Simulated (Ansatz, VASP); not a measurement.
## SnSe: VASP beside Ansatz

Contents of INCAR:

```
PREC = Accurate ; ENCUT = 600
EDIFF = 1E-6 ; ISMEAR = 0
SIGMA = 0.1 ; LREAL = F
LASPH = T ; NELM = 60
ALGO = Normal ; ISIF = 3
LWAVE = F ; LCHARG = F
GGA = PE ; IBRION = 2
NSW = 90 ; EDIFFG = -0.04
```

The input KPOINTS:

```
Automatic mesh
0
Gamma
  6 6 6
```

File POSCAR:

```
SnSe
1.0
   -2.2779376100      2.2779376100      2.5877943100
    2.2779376100     -2.2779376100      2.5877943100
    2.2779376100      2.2779376100     -2.5877943100
Sn Se
1 1
Direct
    0.0000000000      0.0000000000      0.0000000000
    0.5000000000      0.5000000000      0.0000000000
```

Input for Ansatz:

```yaml
crystal:
  lattice:
    - [-2.27793761, 2.27793761, 2.58779431]
    - [2.27793761, -2.27793761, 2.58779431]
    - [2.27793761, 2.27793761, -2.58779431]
  atoms:
    - { symbol: Sn, position: [0.0, 0.0, 0.0] }
    - { symbol: Se, position: [0.5, 0.5, 0.0] }
basis:
  ecutwfc: 420
kpoints:
  mp_grid: { grid: [6, 6, 6] }
hamiltonian:
  xc: pbe
scf:
  occupations: { method: gaussian, width: 0.1 }
  lower_state_search: "off"
output:
  forces: true
  stress: true
  eigenvalues: true
relax:
  adjacent_minimum: "off"
  f_tol: 0.04
  max_steps: 70
  cell: { stress_tol: 0.4 }
```

Alike in both runs: task relaxation of cell and atoms; functional PBE; k mesh 6 × 6 × 6; occupations gaussian, width 0.1 eV; no spin polarisation.

|  | VASP | Ansatz |
| --- | --- | --- |
| version | VASP 6.6.1 | Ansatz 0.2.0 |
| potentials or method | VASP PAW PBE potentials, release 64 (Sn_d, Se), cutoff 600 eV | scalar-relativistic, plane waves, PAW |
| valence electrons in the cell | 20 | 30 |

```tsv
	VASP	Ansatz	Ansatz less VASP
gap on the k mesh at the Fermi level, each at its own relaxed structure (eV)	0.52	0.53	+0.003
relaxed volume (Å³/atom)	27.62	27.60	-0.023
relaxed cell length with the largest relative difference (Å)	4.275	4.273	-0.0013
```

VASP's potentials hold 20 valence electrons a cell and Ansatz's 30, so a difference there can come from the potentials and not from the codes.
